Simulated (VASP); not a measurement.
# Ru (P6_3/mmc) in VASP: notebook, part 2 of 2

VASP 6.6.1. Earlier steps stand in the parts before.

## 4. Single point, LDA

File INCAR:

```
SYSTEM = Ru
PREC     = Accurate       ! precision mode
ENCUT    = 560            ! plane-wave cutoff, eV
EDIFF    = 1E-6           ! SCF threshold, eV
ISMEAR   = -1             ! smearing method
SIGMA    = 0.3            ! smearing width, eV
LREAL    = .FALSE.        ! projectors in reciprocal space
LASPH    = .TRUE.         ! aspherical terms in the spheres
NELM     = 120            ! most SCF steps
ALGO     = Normal         ! electronic algorithm
ISIF     = 2              ! what is computed and relaxed
LWAVE    = .FALSE.        ! write WAVECAR
LCHARG   = .FALSE.        ! write CHGCAR
NBANDS   = 23             ! bands
GGA_COMPAT= .FALSE.
```

File KPOINTS:

```
Automatic mesh
0
G
  13 13 8
  0 0 0
```

File POSCAR:

```
Ru
1.0
    2.6775346364      0.0000000000      0.0000000000
   -1.3387673182      2.3188130146      0.0000000000
    0.0000000000      0.0000000000      4.2181251212
Ru
2
Direct
    0.3333333333      0.6666666667      0.2500000000
    0.6666666667      0.3333333333      0.7500000000
```

Potentials or basis: VASP PAW LDA potentials, release 64 (Ru_sv).

On the command line:

```console
> cat potpaw_LDA.64/Ru_sv/POTCAR > POTCAR
> mpirun -np 1 vasp_std > vasp.out
```

OUTCAR:

```text
SYSTEM = Ru
   PREC = Accurate
   ENCUT = 560
   EDIFF = 1E-6
   ISMEAR = -1
   LREAL = .FALSE.
   LASPH = .TRUE.
   NELM = 120
   ISIF = 2

 ion  position               nearest neighbor table
   1  0.333  0.667  0.250-   2 2.61   2 2.61   2 2.61   2 2.61   2 2.61   2 2.61
   2  0.667  0.333  0.750-   1 2.61   1 2.61   1 2.61   1 2.61   1 2.61   1 2.61

  LATTYP: Found a hexagonal cell.
 ALAT       =     2.6775346364
 C/A-ratio  =     1.5753764914

  Lattice vectors:

 A1 = (   2.6775346364,   0.0000000000,   0.0000000000)
 A2 = (  -1.3387673182,   2.3188130146,   0.0000000000)
 A3 = (   0.0000000000,   0.0000000000,   4.2181251212)

Analysis of symmetry for initial positions (statically):
=====================================================================
 Subroutine PRICEL returns:
 Original cell was already a primitive cell.

 Routine SETGRP: Setting up the symmetry group for a
 hexagonal supercell.

 Subroutine GETGRP returns: Found 24 space group operations
 (whereof 12 operations were pure point group operations)
 out of a pool of 24 trial point group operations.

The static configuration has the point symmetry D_3d.
 The point group associated with its full space group is D_6h.

Analysis of symmetry for dynamics (positions and initial velocities):
=====================================================================
 Subroutine PRICEL returns:
 Original cell was already a primitive cell.

 Routine SETGRP: Setting up the symmetry group for a
 hexagonal supercell.

 Subroutine GETGRP returns: Found 24 space group operations
 (whereof 12 operations were pure point group operations)
 out of a pool of 24 trial point group operations.

The dynamic configuration has the point symmetry D_3d.
 The point group associated with its full space group is D_6h.

 Subroutine INISYM returns: Found 24 space group operations
[... 105 lines left out ...]
   POTIM  = 0.5000    time-step for ionic-motion
   TEBEG  =    0.0;   TEEND  =   0.0 temperature during run
   PSTRESS=    0.0 pullay stress
   NELECT =      32.0000    total number of electrons
   NUPDOWN=      -1.0000    fix difference up-down
   EMIN   =  10.00;   EMAX   =-10.00  energy-range for DOS
   EFERMI =   0.00;   METHOD = LEGACY
   ISMEAR =    -1;   SIGMA  =   0.30  broadening in eV -4-tet -1-fermi 0-gaus
   EFERMI_NEDOS =   21; number of points for ismear=-14 and -15
   IALGO  =     38    algorithm
   IMIX   =      4    mixing-type and parameters
     AMIX     =   0.40;   BMIX     =  1.00
     AMIX_MAG =   1.60;   BMIX_MAG =  1.00
  volume/ion in A,a.u.               =      13.09        88.37
  Fermi-wavevector in a.u.,A,eV,Ry     =   1.750188  3.307376 41.676800  3.063158
  Thomas-Fermi vector in A             =   2.820956
   LORBIT       =      0    0 simple, 1 ext, 2 COOP (PROOUT), +10 PAW based schemes
   GGA     = CA    functional components
   LHFCALC =     F    Hartree Fock is set to
   AEXX    =    0.0000 exact exchange contribution
   IVDW    =     0    specifies the selected vdW correction
   LEPSILON=     F    determine dielectric tensor
   LRPA    =     F    only Hartree local field effects (RPA)
 non-spin polarized calculation
  energy-cutoff  :      560.00
  volume of cell :       26.19
 maximum number of plane-waves:       808
 NGX is ok and might be reduce to    24
   NGX = 11   NGY = 11   NGZ = 17

 number of electron      32.0000001 magnetization

 Free energy of the ion-electron system (eV)
  ---------------------------------------------------
  ext. energy  EPLUGINS =         0.00000000
  ---------------------------------------------------
  free energy    TOTEN  =       -21.64245589 eV

  energy without entropy =      -21.12357785  energy(sigma->0) =      -21.38301687

 E-fermi :  15.7347     XC(G=0): -14.7385

 val. band max:       15.7265272104   @ k =   0.4615   0.0769   0.2500
 cond. band min:      15.7722798343   @ k =   0.0769   0.0000   0.3750
 fundamental gap:      0.0457526239
 Fermi energy:        15.7347033098

 k-point     1 :       0.0000    0.0000    0.0000
  band No.  band energies     occupation
      1     -57.0806      2.00000
      2     -56.8325      2.00000
      3     -27.8775      2.00000
      4     -26.8029      2.00000
      5     -26.8029      2.00000
      6     -26.6048      2.00000
[... 613 lines left out ...]
     22      31.5239      0.00000
     23      33.8856      0.00000

 [... further k-points ...]
[... 5 lines left out ...]
  --------------------------------------------------------------------------------------
  -------------------------------------------------------------------------------------
  Total        0.3557993      0.3557993      0.6659495     -0.0000000      0.0000000      0.0000000
  in kB       21.7668420     21.7668420     40.7409888     -0.0000000      0.0000000      0.0000000
  external PRESSURE =      28.0915576 kB  Pullay stress =       0.0000000 kB

 VOLUME and BASIS-vectors are now :
 -----------------------------------------------------------------------------
  energy-cutoff  :      560.00
  volume of cell :       26.19
      direct lattice vectors                 reciprocal lattice vectors
     2.677534636  0.000000000  0.000000000     0.373477895  0.215627563  0.000000000
    -1.338767318  2.318813015  0.000000000     0.000000000  0.431255127  0.000000000
     0.000000000  0.000000000  4.218125121     0.000000000  0.000000000  0.237072152

 POSITION                                       TOTAL-FORCE (eV/Angst)
 -----------------------------------------------------------------------------------
     -0.00000      1.54588      1.05453        -0.000000     -0.000000      0.000000
      1.33877      0.77294      3.16359         0.000000      0.000000      0.000000
 -----------------------------------------------------------------------------------
    total drift:                               -0.000000      0.000000     -0.000000

  FREE ENERGIE OF THE ION-ELECTRON SYSTEM (eV)
  ---------------------------------------------------
  free  energy   TOTEN  =       -21.6424558877 eV

  energy  without entropy=      -21.1235778456  energy(sigma->0) =      -21.38301687
```

OSZICAR:

```text
N       E                     dE             d eps       ncg     rms          rms(c)
DAV:   1     0.453013060895E+03    0.45301E+03   -0.22029E+04  4838   0.173E+03
DAV:   2    -0.101073453471E+02   -0.46312E+03   -0.44582E+03  5481   0.562E+02
DAV:   3    -0.228791966308E+02   -0.12772E+02   -0.12525E+02  5720   0.105E+02
DAV:   4    -0.229934720585E+02   -0.11428E+00   -0.11423E+00  5446   0.107E+01
DAV:   5    -0.229950990393E+02   -0.16270E-02   -0.16269E-02  5796   0.123E+00    0.279E+01
DAV:   6    -0.217172608300E+02    0.12778E+01   -0.29466E+00  5341   0.169E+01    0.592E+00
DAV:   7    -0.216516685747E+02    0.65592E-01   -0.13994E-01  5719   0.300E+00    0.144E+00
DAV:   8    -0.216424488211E+02    0.92198E-02   -0.89277E-03  5173   0.118E+00    0.199E-01
DAV:   9    -0.216424563838E+02   -0.75627E-05   -0.13130E-04  5922   0.123E-01    0.817E-02
DAV:  10    -0.216424561693E+02    0.21446E-06   -0.16062E-05  5334   0.338E-02    0.378E-03
DAV:  11    -0.216424558877E+02    0.28169E-06   -0.11381E-06  3654   0.115E-02
   1 F= -.21642456E+02 E0= -.21383017E+02  d E =-.518878E+00
```

stdout:

```text
POSCAR found type information on POSCAR Ru
 POSCAR found :  1 types and       2 ions
 scaLAPACK will be used
 LDA part: xc-table for (Slater(with rela. corr.)+CA(PZ))
 , standard interpolation
 POSCAR, INCAR and KPOINTS ok, starting setup
 FFT: planning ... GRIDC
 FFT: planning ... GRID_SOFT
 FFT: planning ... GRID
 WAVECAR not read
 entering main loop
```

It took 37 s on 1 thread of AMD EPYC 9R45 (Zen 5), shared host; peak memory 0.14 GiB.

What came out:

* Free energy: -21.6425 eV
* Pressure: 2.8 GPa
* Band gap on the k mesh: zero (bands 16 and 17 overlap by 3.29 eV)

Caveat: so wide a smearing shifts energies and pressures.

## 5. The runs side by side

```tsv
smearing	gap on the mesh (eV)	pressure (GPa)
fermi-dirac 0.2 eV	none	1.3
gaussian 0.03 eV	none	0.3
fermi-dirac 0.3 eV	none	2.8
```

Alike in all rows: task single point; level LDA; potentials or basis VASP PAW LDA potentials, release 64 (Ru_sv); no spin polarisation; cell as given; k mesh 13 × 13 × 8; cutoff (eV) 560.

Caveats: so wide a smearing shifts energies and pressures (at least some runs).

Total energies depend on the potentials used, so only differences within one code and one set of settings carry meaning.

The gap in the log of VASP goes by the Fermi energy; the results here count the filled bands.